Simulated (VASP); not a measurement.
# BaTiO3 (Amm2) in VASP: further runs, part 3 of 4

VASP 6.6.1. Earlier steps stand in the parts before.

**5. Electric field gradients, PBE (zz strain of -3 %)**

File INCAR:

```
SYSTEM = BaTiO3
ALGO = Normal
EDIFF = 1E-8
ENCUT = 520
GGA = PE
GGA_COMPAT = .False.
ISIF = 2
ISMEAR = -1
LASPH = .True.
LCHARG = .False.
LEFG = .True.
LREAL = .False.
LWAVE = .False.
NBANDS = 28
NELM = 120
PREC = Accurate
SIGMA = 0.05
```

File KPOINTS:

```
k-points
0
Gamma
  8 8 8
  0 0 0
```

File POSCAR:

```
BaTiO3
1.0
    3.9841000000      0.0000000000      0.0000000000
    0.0000000000      2.8370500000      2.7604260000
    0.0000000000     -2.8370500000      2.7604260000
Ba Ti O
1 1 3
Direct
    0.0000000000      0.0000000000      0.0000000000
    0.5000000000      0.5079000000      0.5079000000
    0.0000000000      0.4921000000      0.4921000000
    0.5000000000      0.5025100000      0.9937100000
    0.5000000000      0.9937100000      0.5025100000
```

Potentials or basis: VASP PAW PBE potentials, release 64 (Ba_sv, Ti_sv, O).

Started as:

```sh
$ cat potpaw_PBE.64/Ba_sv/POTCAR potpaw_PBE.64/Ti_sv/POTCAR potpaw_PBE.64/O/POTCAR > POTCAR
$ mpirun -np 1 vasp_std > vasp.out
```

OUTCAR:

```text
SYSTEM = BaTiO3
   EDIFF = 1E-8
   ENCUT = 520
   GGA = PE
   ISIF = 2
   ISMEAR = -1
   LASPH = .True.
   LREAL = .False.
   NELM = 120
   PREC = Accurate

 ion  position               nearest neighbor table
   1  0.000  0.000  0.000-   3 2.72   4 2.80   5 2.80   4 2.80   5 2.80   3 2.80   4 2.82   5 2.82
                             4 2.82   5 2.82   3 2.84   3 2.84   2 3.37   2 3.37   2 3.44   2 3.44
   2  0.500  0.508  0.508-   4 1.92   5 1.92   3 1.99   3 1.99   5 2.03   4 2.03   1 3.37   1 3.37
                             1 3.44   1 3.44   1 3.47   1 3.47   1 3.47   1 3.47
   3  0.000  0.492  0.492-   2 1.99   2 1.99   1 2.72   1 2.80   1 2.84   1 2.84
   4  0.500  0.503  0.994-   2 1.92   2 2.03   1 2.80   1 2.80   1 2.82   1 2.82
   5  0.500  0.994  0.503-   2 1.92   2 2.03   1 2.80   1 2.80   1 2.82   1 2.82

  LATTYP: Found a base centered orthorhombic cell.
 ALAT       =     5.5208520000
 B/A-ratio  =     1.0277580344
 C/A-ratio  =     0.7216458619

  Lattice vectors:

 A1 = (   0.0000000000,   2.8370500000,   2.7604260000)
 A2 = (   0.0000000000,  -2.8370500000,   2.7604260000)
 A3 = (   3.9841000000,   0.0000000000,   0.0000000000)

Analysis of symmetry for initial positions (statically):
=====================================================================
 Subroutine PRICEL returns:
 Original cell was already a primitive cell.

 Routine SETGRP: Setting up the symmetry group for a
 base centered orthorhombic supercell.

 Subroutine GETGRP returns: Found  4 space group operations
 (whereof  4 operations were pure point group operations)
 out of a pool of  8 trial point group operations.

The static configuration has the point symmetry C_2v.

Analysis of symmetry for dynamics (positions and initial velocities):
=====================================================================
 Subroutine PRICEL returns:
 Original cell was already a primitive cell.

 Routine SETGRP: Setting up the symmetry group for a
 base centered orthorhombic supercell.

 Subroutine GETGRP returns: Found  4 space group operations
 (whereof  4 operations were pure point group operations)
 out of a pool of  8 trial point group operations.

The dynamic configuration has the point symmetry C_2v.

 Subroutine INISYM returns: Found  4 space group operations
 (whereof  4 operations are pure point group operations),
 and found     1 'primitive' translations

----------------------------------------------------------------------------------------

                                     Primitive cell

  volume of cell :      62.4027

  direct lattice vectors                    reciprocal lattice vectors
     3.984100000  0.000000000  0.000000000     0.250997716  0.000000000  0.000000000
     0.000000000  2.837050000  2.760426000     0.000000000  0.176239404  0.181131463
     0.000000000 -2.837050000  2.760426000     0.000000000 -0.176239404  0.181131463

  length of vectors
     3.984100000  3.958384065  3.958384065     0.250997716  0.252723039  0.252723039

  position of ions in fractional coordinates (direct lattice)
     0.000000000  0.000000000  0.000000000
     0.500000000  0.507900000  0.507900000
[... 99 lines left out ...]
   EFERMI_NEDOS =   21; number of points for ismear=-14 and -15
   IALGO  =     38    algorithm
   IMIX   =      4    mixing-type and parameters
     AMIX     =   0.40;   BMIX     =  1.00
     AMIX_MAG =   1.60;   BMIX_MAG =  1.00
  volume/ion in A,a.u.               =      12.48        84.22
  Fermi-wavevector in a.u.,A,eV,Ry     =   1.411542  2.667427 27.108928  1.992450
  Thomas-Fermi vector in A             =   2.533382
   LORBIT       =      0    0 simple, 1 ext, 2 COOP (PROOUT), +10 PAW based schemes
   GGA     = PE    functional components
   LHFCALC =     F    Hartree Fock is set to
   AEXX    =    0.0000 exact exchange contribution
   IVDW    =     0    specifies the selected vdW correction
   LEPSILON=     F    determine dielectric tensor
   LRPA    =     F    only Hartree local field effects (RPA)
 non-spin polarized calculation
  energy-cutoff  :      520.00
  volume of cell :       62.40
 maximum number of plane-waves:      1709
 NGX is ok and might be reduce to    30
   NGX = 15   NGY = 15   NGZ = 15

 number of electron      39.9999994 magnetization

 Free energy of the ion-electron system (eV)
  ---------------------------------------------------
  ext. energy  EPLUGINS =         0.00000000
  ---------------------------------------------------
  free energy    TOTEN  =       -39.87289395 eV

  energy without entropy =      -39.87289395  energy(sigma->0) =      -39.87289395

 E-fermi :   5.0121     XC(G=0): -11.4014

 val. band max:        4.0593536138   @ k =   0.5000   0.5000   0.5000
 cond. band min:       5.9330483869   @ k =   0.0000   0.0000   0.0000
 fundamental gap:      1.8736947731
 Fermi energy:         5.0120993749

 k-point     1 :       0.0000    0.0000    0.0000
  band No.  band energies     occupation
      1     -52.4377      2.00000
      2     -28.6858      2.00000
      3     -28.6627      2.00000
      4     -28.6620      2.00000
      5     -20.7127      2.00000
      6     -12.9094      2.00000
[... 733 lines left out ...]
     27      12.2362      0.00000
     28      13.8359      0.00000

 [... further k-points ...]
[... 5 lines left out ...]
  --------------------------------------------------------------------------------------
  -------------------------------------------------------------------------------------
  Total        3.1381598      2.5828318      5.4055414      0.0000000      0.0000000      0.0000000
  in kB       80.5716597     66.3137197    138.7862533      0.0000000      0.0000000      0.0000000
  external PRESSURE =      95.2238775 kB  Pullay stress =       0.0000000 kB

 VOLUME and BASIS-vectors are now :
 -----------------------------------------------------------------------------
  energy-cutoff  :      520.00
  volume of cell :       62.40
      direct lattice vectors                 reciprocal lattice vectors
     3.984100000  0.000000000  0.000000000     0.250997716  0.000000000  0.000000000
     0.000000000  2.837050000  2.760426000     0.000000000  0.176239404  0.181131463
     0.000000000 -2.837050000  2.760426000     0.000000000 -0.176239404  0.181131463

 POSITION                                       TOTAL-FORCE (eV/Angst)
 -----------------------------------------------------------------------------------
      0.00000      0.00000      0.00000         0.000000      0.000000      0.067540
      1.99205      0.00000      2.80404         0.000000      0.000000      0.001626
      0.00000      0.00000      2.71681         0.000000      0.000000      0.128376
      1.99205     -1.39356      4.13020         0.000000     -0.082278     -0.098771
      1.99205      1.39356      4.13020         0.000000      0.082278     -0.098771
 -----------------------------------------------------------------------------------
    total drift:                                0.000000     -0.000000      0.000170

  FREE ENERGIE OF THE ION-ELECTRON SYSTEM (eV)
  ---------------------------------------------------
  free  energy   TOTEN  =       -39.8728939486 eV

  energy  without entropy=      -39.8728939480  energy(sigma->0) =      -39.87289395

 Electric field gradients (V/A^2)
---------------------------------------------------------------------
 ion       V_xx      V_yy      V_zz      V_xy      V_xz      V_yz
---------------------------------------------------------------------
   1       4.473    18.294   -22.767     0.000    -0.000     0.000
   2       7.426    -9.472     2.046     0.000    -0.000     0.000
   3      26.373   -12.787   -13.586     0.000    -0.000    -0.000
   4      -8.136     7.566     0.570    -0.000    -0.000   -15.789
   5      -8.136     7.566     0.570    -0.000     0.000    15.789
---------------------------------------------------------------------

 Electric field gradients after diagonalization (V/A^2)
 (convention: |V_zz| > |V_xx| > |V_yy|)
----------------------------------------------------------------------
 ion       V_xx      V_yy      V_zz     asymmetry (V_yy - V_xx)/ V_zz
----------------------------------------------------------------------
   1      18.294     4.473   -22.767       0.607
   2       7.426     2.046    -9.472       0.568
   3     -13.586   -12.787    26.373       0.030
   4     -12.104    -8.136    20.240       0.196
   5     -12.104    -8.136    20.240       0.196
----------------------------------------------------------------------

           NMR quadrupolar parameters

 Cq : quadrupolar parameter    Cq=e*Q*V_zz/h
 eta: asymmetry parameters     (V_yy - V_xx)/ V_zz
 Q  : nuclear electric quadrupole moment in mb (millibarn)
----------------------------------------------------------------------
 ion       Cq(MHz)       eta       Q (mb)
----------------------------------------------------------------------
   1      -0.055       0.607       1.000
   2      -0.023       0.568       1.000
   3       0.064       0.030       1.000
   4       0.049       0.196       1.000
   5       0.049       0.196       1.000
----------------------------------------------------------------------
```

It took 4.6 min on 1 thread of Oxide Virtual Turin-like, shared host; peak memory 0.27 GiB.

Results:

- Free energy: -39.8729 eV
- Pressure: 9.5 GPa
- Largest force: 0.129 eV/Å
- Band gap on the k mesh: 1.87 eV (least direct gap 1.97 eV)
- Largest electric field gradient by atom: Ba -22.8; Ti -9.5; O +26.4, +20.2 (each value once) V/Å²

Forces in eV/Å, atoms in the order of the input:
```
Ba   0.000  0.000  0.068
Ti   0.000  0.000  0.002
O    0.000  0.000  0.128
O    0.000 -0.082 -0.099
O    0.000  0.082 -0.099
```

Stress tensor (GPa, compression positive):
```
 8.06  0.00  0.00
 0.00  6.63  0.00
 0.00  0.00 13.88
```

Levels at points of the mesh, in eV from the valence-band top:
```tsv
k point	band 17	band 18	band 19	band 20	band 21	band 22	band 23	band 24
(0.00, 0.00, 0.00)	-1.13	-0.24	-0.24	-0.10	1.87	1.88	1.89	4.12
(0.50, 0.00, 0.00)	-1.86	-1.68	-0.88	-0.64	2.05	3.55	3.63	4.18
(0.00, 0.50, 0.00)	-1.92	-1.83	-0.77	-0.75	2.05	3.67	3.68	4.14
(0.50, 0.50, 0.00)	-1.72	-0.91	-0.90	-0.12	3.60	3.68	4.06	5.02
(0.00, 0.50, 0.50)	-1.70	-0.86	-0.77	-0.10	3.66	3.71	4.11	4.97
(0.50, 0.50, 0.50)	-2.28	-0.04	-0.01	0.00	4.28	4.37	4.37	6.67
```

Electric field gradients, principal values (V/Å²):
| atom | least | middle | greatest (by size) |
| --- | --- | --- | --- |
| 1 Ba | 4.473 | 18.294 | -22.767 |
| 2 Ti | 2.046 | 7.426 | -9.472 |
| 3 O | -12.787 | -13.586 | 26.373 |
| 4 O | -8.136 | -12.104 | 20.240 |
| 5 O | -8.136 | -12.104 | 20.240 |

Caveat: the cell differs from its parent crystal (zz strain of -3 %); the stress differs along the axes, from 7 to 14 GPa; without QUAD_EFG the Cq values of the log hold for a quadrupole moment of 1 mb, not for the nuclei; spin-orbit coupling is left out, which moves the levels of the heavy elements. A k mesh can miss the band edges.

**6. Electric field gradients, PBE (zz strain of -3 %)**

File INCAR:

```
PREC = Accurate
ENCUT = 520
EDIFF = 1E-8
ISMEAR = -1
SIGMA = 0.05
LREAL = F
LASPH = T
NELM = 120
ALGO = Normal
ISIF = 2
LWAVE = F
LCHARG = F
GGA = PE
LEFG = T
NBANDS = 28
GGA_COMPAT = F
```

File KPOINTS:

```
regular mesh
0
Gamma
  8 8 8
```

POSCAR is that of step 5.

Potentials or basis: VASP PAW PBE potentials, release 64 (Ba_sv, Ti_sv, O).

Started as:

```sh
$ cat potpaw_PBE.64/Ba_sv/POTCAR potpaw_PBE.64/Ti_sv/POTCAR potpaw_PBE.64/O/POTCAR > POTCAR
$ mpirun -np 1 vasp_std > vasp.out
```

OUTCAR:

```text
PREC = Accurate
   ENCUT = 520
   EDIFF = 1E-8
   ISMEAR = -1
   LREAL = F
   LASPH = T
   NELM = 120
   ISIF = 2
   GGA = PE

 ion  position               nearest neighbor table
   1  0.000  0.000  0.000-   3 2.72   4 2.80   5 2.80   4 2.80   5 2.80   3 2.80   4 2.82   5 2.82
                             4 2.82   5 2.82   3 2.84   3 2.84   2 3.37   2 3.37   2 3.44   2 3.44
   2  0.500  0.508  0.508-   4 1.92   5 1.92   3 1.99   3 1.99   5 2.03   4 2.03   1 3.37   1 3.37
                             1 3.44   1 3.44   1 3.47   1 3.47   1 3.47   1 3.47
   3  0.000  0.492  0.492-   2 1.99   2 1.99   1 2.72   1 2.80   1 2.84   1 2.84
   4  0.500  0.503  0.994-   2 1.92   2 2.03   1 2.80   1 2.80   1 2.82   1 2.82
   5  0.500  0.994  0.503-   2 1.92   2 2.03   1 2.80   1 2.80   1 2.82   1 2.82

  LATTYP: Found a base centered orthorhombic cell.
 ALAT       =     5.5208520000
 B/A-ratio  =     1.0277580344
 C/A-ratio  =     0.7216458619

  Lattice vectors:

 A1 = (   0.0000000000,   2.8370500000,   2.7604260000)
 A2 = (   0.0000000000,  -2.8370500000,   2.7604260000)
 A3 = (   3.9841000000,   0.0000000000,   0.0000000000)

Analysis of symmetry for initial positions (statically):
=====================================================================
 Subroutine PRICEL returns:
 Original cell was already a primitive cell.

 Routine SETGRP: Setting up the symmetry group for a
 base centered orthorhombic supercell.

 Subroutine GETGRP returns: Found  4 space group operations
 (whereof  4 operations were pure point group operations)
 out of a pool of  8 trial point group operations.

The static configuration has the point symmetry C_2v.

Analysis of symmetry for dynamics (positions and initial velocities):
[... 924 lines left out ...]
  Total        3.1381598      2.5828318      5.4055414      0.0000000      0.0000000      0.0000000
  in kB       80.5716597     66.3137197    138.7862533      0.0000000      0.0000000      0.0000000
  external PRESSURE =      95.2238775 kB  Pullay stress =       0.0000000 kB

 VOLUME and BASIS-vectors are now :
 -----------------------------------------------------------------------------
  energy-cutoff  :      520.00
  volume of cell :       62.40
      direct lattice vectors                 reciprocal lattice vectors
     3.984100000  0.000000000  0.000000000     0.250997716  0.000000000  0.000000000
     0.000000000  2.837050000  2.760426000     0.000000000  0.176239404  0.181131463
     0.000000000 -2.837050000  2.760426000     0.000000000 -0.176239404  0.181131463

 POSITION                                       TOTAL-FORCE (eV/Angst)
 -----------------------------------------------------------------------------------
      0.00000      0.00000      0.00000         0.000000      0.000000      0.067540
      1.99205      0.00000      2.80404         0.000000      0.000000      0.001626
      0.00000      0.00000      2.71681         0.000000      0.000000      0.128376
      1.99205     -1.39356      4.13020         0.000000     -0.082278     -0.098771
      1.99205      1.39356      4.13020         0.000000      0.082278     -0.098771
 -----------------------------------------------------------------------------------
    total drift:                                0.000000     -0.000000      0.000170

  FREE ENERGIE OF THE ION-ELECTRON SYSTEM (eV)
  ---------------------------------------------------
  free  energy   TOTEN  =       -39.8728939486 eV

  energy  without entropy=      -39.8728939480  energy(sigma->0) =      -39.87289395

 Electric field gradients (V/A^2)
---------------------------------------------------------------------
 ion       V_xx      V_yy      V_zz      V_xy      V_xz      V_yz
---------------------------------------------------------------------
   1       4.473    18.294   -22.767     0.000    -0.000     0.000
   2       7.426    -9.472     2.046     0.000    -0.000     0.000
   3      26.373   -12.787   -13.586     0.000    -0.000    -0.000
   4      -8.136     7.566     0.570    -0.000    -0.000   -15.789
   5      -8.136     7.566     0.570    -0.000     0.000    15.789
---------------------------------------------------------------------

 Electric field gradients after diagonalization (V/A^2)
 (convention: |V_zz| > |V_xx| > |V_yy|)
----------------------------------------------------------------------
 ion       V_xx      V_yy      V_zz     asymmetry (V_yy - V_xx)/ V_zz
----------------------------------------------------------------------
   1      18.294     4.473   -22.767       0.607
   2       7.426     2.046    -9.472       0.568
   3     -13.586   -12.787    26.373       0.030
   4     -12.104    -8.136    20.240       0.196
   5     -12.104    -8.136    20.240       0.196
----------------------------------------------------------------------

           NMR quadrupolar parameters

 Cq : quadrupolar parameter    Cq=e*Q*V_zz/h
 eta: asymmetry parameters     (V_yy - V_xx)/ V_zz
 Q  : nuclear electric quadrupole moment in mb (millibarn)
----------------------------------------------------------------------
 ion       Cq(MHz)       eta       Q (mb)
----------------------------------------------------------------------
   1      -0.055       0.607       1.000
   2      -0.023       0.568       1.000
   3       0.064       0.030       1.000
   4       0.049       0.196       1.000
   5       0.049       0.196       1.000
----------------------------------------------------------------------
```

Run time: 6.3 min. Hardware: 1 thread of Oxide Virtual Turin-like, shared host; peak memory 0.27 GiB.

Results:

* Free energy: -39.8729 eV
* Pressure: 9.5 GPa
* Largest force: 0.129 eV/Å
* Band gap on the k mesh: 1.87 eV (least direct gap 1.97 eV)
* Largest electric field gradient by atom: Ba -22.8; Ti -9.5; O +26.4, +20.2 (each value once) V/Å²

Forces in eV/Å, atoms in the order of the input:
```
Ba   0.000  0.000  0.068
Ti   0.000  0.000  0.002
O    0.000  0.000  0.128
O    0.000 -0.082 -0.099
O    0.000  0.082 -0.099
```

Stress tensor (GPa, compression positive):
```
 8.06  0.00  0.00
 0.00  6.63  0.00
 0.00  0.00 13.88
```

Levels at points of the mesh, in eV from the valence-band top:
```tsv
k point	band 18	band 19	band 20	band 21	band 22	band 23
(0.00, 0.00, 0.00)	-0.24	-0.24	-0.10	1.87	1.88	1.89
(0.50, 0.00, 0.00)	-1.68	-0.88	-0.64	2.05	3.55	3.63
(0.00, 0.50, 0.00)	-1.83	-0.77	-0.75	2.05	3.67	3.68
(0.50, 0.50, 0.00)	-0.91	-0.90	-0.12	3.60	3.68	4.06
(0.00, 0.50, 0.50)	-0.86	-0.77	-0.10	3.66	3.71	4.11
(0.50, 0.50, 0.50)	-0.04	-0.01	0.00	4.28	4.37	4.37
```

Electric field gradients, principal values (V/Å²):
```csv
atom,least,middle,greatest (by size)
1 Ba,4.473,18.294,-22.767
2 Ti,2.046,7.426,-9.472
3 O,-12.787,-13.586,26.373
4 O,-8.136,-12.104,20.240
5 O,-8.136,-12.104,20.240
```

Caveat: the cell differs from its parent crystal (zz strain of -3 %); the stress differs along the axes, from 7 to 14 GPa; without QUAD_EFG the Cq values of the log hold for a quadrupole moment of 1 mb, not for the nuclei; spin-orbit coupling is left out, which moves the levels of the heavy elements. A k mesh can miss the band edges.

(Part 3 of 4 ends here.)
